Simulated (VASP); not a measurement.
## CdS: vibrations by perturbation theory with PBEsol

The system is CdS.

```
CELL_PARAMETERS angstrom
0.00000 2.69872 2.69872
2.69872 0.00000 2.69872
2.69872 2.69872 0.00000
ATOMIC_POSITIONS crystal
Cd 0.00000 0.00000 0.00000
S 0.50000 0.50000 0.50000
```

| Item | Value |
| --- | --- |
| Program | VASP 6.6.1 |
| Task | vibrations by perturbation theory |
| Functional | PBEsol |
| Potentials or basis | VASP PAW PBE potentials, release 64 (Cd, S) |
| Cutoff | 520 eV |
| k mesh | 6 × 6 × 6 |
| Occupations | gaussian, width 0.01 eV |
| Spin | no spin polarisation |
| Dipole correction | no |
| Further INCAR settings | ALGO = Normal; EDIFF = 1e-08; IBRION = 8; NSW = 1 |

```
Electronic dielectric tensor (diagonal)                 : 10.71
Born charges (mean of the diagonal)                     : Cd +3.09; S -3.09 e
Highest phonon frequency at Γ, LO-TO splitting left out : 145 cm⁻¹
```

Phonon frequencies in cm⁻¹ (negative: imaginary):
| q point | frequencies |
| --- | --- |
| (0.000, 0.000, 0.000) | -1 -1 -1 145 145 145 |

Electronic dielectric tensor:
```
10.71  0.00  0.00
 0.00 10.71  0.00
 0.00  0.00 10.71
```

Born effective charge tensors (e):
atom 1, Cd
```
3.09 0.00 0.00
0.00 3.09 0.00
0.00 0.00 3.09
```
atom 2, S
```
-3.09  0.00  0.00
 0.00 -3.09  0.00
 0.00  0.00 -3.09
```

It took 120 s on 1 thread of Intel(R) Xeon(R) Platinum 8375C CPU @ 2.90GHz (Ice Lake) (shared host), peak memory 0.2 GiB.
